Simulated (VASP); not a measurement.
A run of VASP 6.6.1:

POSCAR

```
CaIrN2
1.0
    1.6488500006      0.9519639917      5.0094002244
   -1.6488500006      0.9519639917      5.0094002244
    0.0000000000     -1.9039279834      5.0094002244
Ir Ca N
1 1 2
Direct
    0.5000000000      0.5000000000      0.5000000000
    0.0000000000      0.0000000000      0.0000000000
    0.2308810000      0.2308810000      0.2308810000
    0.7691190000      0.7691190000      0.7691190000
```

The input INCAR.step1:

```
PREC = Accurate ; ENCUT = 520
EDIFF = 1E-6 ; ISMEAR = -1
SIGMA = 0.05 ; LREAL = False
LASPH = True ; NELM = 80
ALGO = Normal ; ISIF = 2
LWAVE = False ; LCHARG = True
LMAXMIX = 4 ; GGA = RE
NBANDS = 22
```

The input KPOINTS.step1:

```
regular mesh
0
Gamma
  5 5 5
```

File INCAR.step2:

```
PREC = Accurate ; ENCUT = 520
EDIFF = 1E-6 ; ISMEAR = -5
SIGMA = 0.05 ; LREAL = False
LASPH = True ; NELM = 80
ALGO = Normal ; ISIF = 2
LWAVE = False ; LCHARG = False
LMAXMIX = 4 ; GGA = RE
LORBIT = 11 ; NBANDS = 22
NEDOS = 1001 ; ICHARG = 11
```

KPOINTS.step2

```
regular mesh
0
Gamma
  8 8 8
```

Potentials or basis: VASP PAW PBE potentials, release 64 (Ir, Ca_sv, N).

Command:

```bash
$ cat potpaw_PBE.64/Ir/POTCAR potpaw_PBE.64/Ca_sv/POTCAR potpaw_PBE.64/N/POTCAR > POTCAR
$ cp INCAR.step1 INCAR
$ cp KPOINTS.step1 KPOINTS
$ mpirun -np 1 vasp_std > vasp.out
$ cp INCAR.step2 INCAR
$ cp KPOINTS.step2 KPOINTS
$ mpirun -np 1 vasp_std > vasp.out
```

Hardware: 1 thread of Intel(R) Xeon(R) Platinum 8488C (Sapphire Rapids), on a shared host.

**Question.** Estimate the wall time of this run.

**Answer.** Wall time 90 s on 1 thread of Intel(R) Xeon(R) Platinum 8488C (Sapphire Rapids) (shared host), peak memory 0.28 GiB. Counts: k points 65.
